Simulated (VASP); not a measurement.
Mg7ZnO8, 64 atoms in the cell. The typed cell holds 64 atoms: a = 8.441 Å, b = 8.441 Å, c = 8.441 Å, α = 90.00°, β = 90.00°, γ = 90.00°. 

* Program: VASP 6.6.1
* Task: single point
* Functional: PBEsol
* Potentials or basis: VASP PAW PBE potentials, release 64 (O, Zn, Mg)
* Cutoff: 700 eV
* k mesh: 1 × 1 × 1, shifted
* Occupations: fermi-dirac, width 0.05 eV
* Spin: no spin polarisation
* Dipole correction: no
* Further INCAR settings: LREAL = Auto; ALGO = Normal; EDIFF = 1e-06; NBANDS = 186; ISYM = -1

Potentials or basis: VASP PAW PBE potentials, release 64 (O, Zn, Mg).

Launch:

```bash
$ cat potpaw_PBE.64/O/POTCAR potpaw_PBE.64/Zn/POTCAR potpaw_PBE.64/Mg/POTCAR > POTCAR
$ mpirun -np 1 vasp_std > vasp.out
```

Hardware: 1 thread of Intel(R) Xeon(R) 6975P-C (Granite Rapids) (shared host).

Task: How long does it take, and how much memory?

Result: Wall time 6.6 min on 1 thread of Intel(R) Xeon(R) 6975P-C (Granite Rapids), with other jobs on the host, peak memory 1 GiB. Counts: scf iterations 19, k points 1.
